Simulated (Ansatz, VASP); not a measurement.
**One calculation of ZnCd2S3, two programs**

File INCAR:

```
SYSTEM = ZnCd2S3
  PREC = Accurate
  ENCUT = 520
  EDIFF = 1E-7
  ISMEAR = 0
  SIGMA = 0.1
  LREAL = .False.
  LASPH = .True.
  NELM = 80
  ALGO = Normal
  ISIF = 2
  LWAVE = .False.
  LCHARG = .True.
  GGA = PE
  LELF = .True.
  LVHAR = .True.
  NBANDS = 66
```

The input KPOINTS:

```
regular mesh
0
Gamma
  6 6 1
  0 0 0
```

Contents of POSCAR:

```
ZnCd2S3
1.0
    4.0679742000      0.0000000000      0.0000000000
   -2.0339871000      3.5229690000      0.0000000000
    0.0000000000      0.0000000000     20.1030637000
Zn Cd S
2 4 6
Direct
    0.6666667000      0.3333333000      0.3332470000
    0.3333333000      0.6666667000      0.8332470000
    0.0000000000      0.0000000000      0.9971170000
    0.0000000000      0.0000000000      0.4971170000
    0.3333333000      0.6666667000      0.1716350000
    0.6666667000      0.3333333000      0.6716350000
    0.0000000000      0.0000000000      0.1239720000
    0.0000000000      0.0000000000      0.6239720000
    0.3333333000      0.6666667000      0.2989790000
    0.6666667000      0.3333333000      0.7989790000
    0.6666667000      0.3333333000      0.4500500000
    0.3333333000      0.6666667000      0.9500500000
```

Input for Ansatz:

```yaml
crystal:
  lattice:
    - [4.0679742, 0.0, 0.0]
    - [-2.0339871, 3.522969, 0.0]
    - [0.0, 0.0, 20.1030637]
  atoms:
    - { symbol: Zn, position: [0.6666667, 0.3333333, 0.333247] }
    - { symbol: Zn, position: [0.3333333, 0.6666667, 0.833247] }
    - { symbol: Cd, position: [0.0, 0.0, 0.997117] }
    - { symbol: Cd, position: [0.0, 0.0, 0.497117] }
    - { symbol: Cd, position: [0.3333333, 0.6666667, 0.171635] }
    - { symbol: Cd, position: [0.6666667, 0.3333333, 0.671635] }
    - { symbol: S, position: [0.0, 0.0, 0.123972] }
    - { symbol: S, position: [0.0, 0.0, 0.623972] }
    - { symbol: S, position: [0.3333333, 0.6666667, 0.298979] }
    - { symbol: S, position: [0.6666667, 0.3333333, 0.798979] }
    - { symbol: S, position: [0.6666667, 0.3333333, 0.45005] }
    - { symbol: S, position: [0.3333333, 0.6666667, 0.95005] }
basis:
  ecutwfc: 420
kpoints:
  mp_grid: { grid: [6, 6, 1] }
hamiltonian:
  xc: pbe
scf:
  occupations: { method: gaussian, width: 0.1 }
  lower_state_search: "off"
output:
  forces: true
  stress: true
  eigenvalues: true
```

Alike in both runs: task single point; functional PBE; k mesh 6 × 6 × 1; occupations gaussian, width 0.1 eV; no spin polarisation.

|  | VASP | Ansatz |
| --- | --- | --- |
| version | VASP 6.6.1 | Ansatz 0.2.0 |
| potentials or method | VASP PAW PBE potentials, release 64 (Zn, Cd, S), cutoff 520 eV | scalar-relativistic, plane waves, PAW |
| valence electrons in the cell | 108 | 140 |

|  | VASP | Ansatz | Ansatz less VASP |
| --- | --- | --- | --- |
| gap on the k mesh at the Fermi level (eV) | 1.18 | 1.18 | -0.001 |
| least direct gap on the mesh (eV) | 1.18 | 1.18 | -0.001 |
| pressure (GPa) | 0.3 | 0.0 | -0.27 |
| rms of the force components (eV/Å) | 0.008 | 0.002 | -0.0060 |

Atom by atom the forces differ by 0.007 eV/Å (rms over components). VASP's potentials hold 108 valence electrons a cell and Ansatz's 140, so a difference there can come from the potentials and not from the codes.
